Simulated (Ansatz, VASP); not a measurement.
# CdSe: VASP beside Ansatz

```
Cd Se
1.0
     0.00000    3.04096    3.04096
     3.04096    0.00000    3.04096
     3.04096    3.04096    0.00000
Cd Se
1 1
Direct
  0.00000 0.00000 0.00000
  0.25000 0.25000 0.25000
```

Alike in both runs: functional PBEsol; k mesh 10 × 10 × 10; occupations gaussian, width 0.02 eV; no spin polarisation.

Ansatz relaxed the structure, and its values are those at the end. VASP's run is a single point on that final structure, the one shown.

```csv
,VASP,Ansatz
version,VASP 6.6.1,Ansatz 0.2.0
potentials or method,"VASP PAW PBE potentials, release 64 (Cd, Se), cutoff 500 eV","scalar-relativistic, plane waves, PAW"
valence electrons in the cell,18,36
```

|  | VASP | Ansatz | Ansatz less VASP |
| --- | --- | --- | --- |
| gap on the k mesh at the Fermi level (eV) | 0.48 | 0.48 | -0.003 |
| least direct gap on the mesh (eV) | 0.48 | 0.48 | -0.003 |
| pressure (GPa) | 0.3 | 0.0 | -0.33 |

VASP's potentials were made for PBE, not for PBEsol, and Ansatz warns of the same on its side. With one functional, cell and mesh, what is left measures potentials, basis and numerics. VASP's potentials hold 18 valence electrons a cell and Ansatz's 36, so a difference there can come from the potentials and not from the codes.
